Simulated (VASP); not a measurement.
KTaO3:

```
Ta K O
1.0
     3.93440    0.00000    0.00000
     0.00000    3.93440    0.00000
     0.00000    0.00000    3.93440
Ta K O
1 1 3
Direct
  0.00000 0.00000 0.00000
  0.50000 0.50000 0.50000
  0.00000 0.00000 0.50000
  0.00000 0.50000 0.00000
  0.50000 0.00000 0.00000
```

Base run:

| Quantity | Value |
| --- | --- |
| Program | VASP 6.6.1 |
| Functional | PBEsol |
| Potentials or basis | VASP PAW PBE potentials, release 64 (Ta_pv, K_sv, O) |
| Cutoff | 520 eV |
| k mesh | 7 × 7 × 7 |
| Occupations | fermi-dirac, width 0.05 eV |
| Spin | no spin polarisation |

Its results: band gap on the k mesh 2.23 eV (least direct gap 2.77 eV); pressure 9.5 GPa.

The run is repeated on the same cell with these changes: further incar settings from ALGO = Normal; EDIFF = 1e-06; NBANDS = 27 to ALGO = Normal; EDIFF = 1e-07; NBANDS = 27; dispersion from none to D4. What comes out?

Band gap on the k mesh 2.23 eV (least direct gap 2.77 eV); pressure 8.2 GPa.

Caveats: the cell stands under pressure; the PAW data sets were made with another functional, which shifts forces and pressure a little; spin-orbit coupling is left out, which moves the levels of the heavy elements; an odd mesh through Γ misses points on the zone boundary, where band edges can lie.
